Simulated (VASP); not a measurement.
Write the native input for VASP 6.6.1 that does the following.

| Item | Value |
| --- | --- |
| Task | single point |
| Functional | PBEsol |
| Potentials or basis | VASP PAW PBE potentials, release 64 (Te) |
| Cutoff | 520 eV |
| k mesh | 6 × 6 × 6 |
| Occupations | gaussian, width 0.1 eV |
| Spin | no spin polarisation |
| Dipole correction | no |
| Further INCAR settings | ALGO = Normal; EDIFF = 1e-06; NBANDS = 13 |

The structure of Te lies in POSCAR:

```
Te
1.0
    2.2000908437      1.2702230409      3.7289477547
   -2.2000908437      1.2702230409      3.7289477547
    0.0000000000     -2.5404460817      3.7289477547
Te
2
Direct
    0.2500010933      0.2500010933      0.2500010933
    0.7499989067      0.7499989067      0.7499989067
```

The input as run:

INCAR

```
ALGO = Normal
EDIFF = 1E-6
ENCUT = 520
GGA = PS
ISIF = 2
ISMEAR = 0
LASPH = T
LCHARG = F
LREAL = F
LWAVE = F
NBANDS = 13
NELM = 80
PREC = Accurate
SIGMA = 0.1
```

KPOINTS

```
k-points
0
Gamma
  6 6 6
```

Potentials or basis: VASP PAW PBE potentials, release 64 (Te).

Command:

```sh
$ cat potpaw_PBE.64/Te/POTCAR > POTCAR
$ mpirun -np 1 vasp_std > vasp.out
```

Results of the run:

* Pressure: 0.0 GPa
* Band gap on the k mesh: zero (bands 6 and 7 overlap by 3.56 eV)

Caveat: the PAW data sets were made with another functional, which shifts forces and pressure a little; spin-orbit coupling is left out, which moves the levels of the heavy elements.

It took 29 s on 1 thread of Intel Xeon 8259CL (shared host), peak memory 0.2 GiB.
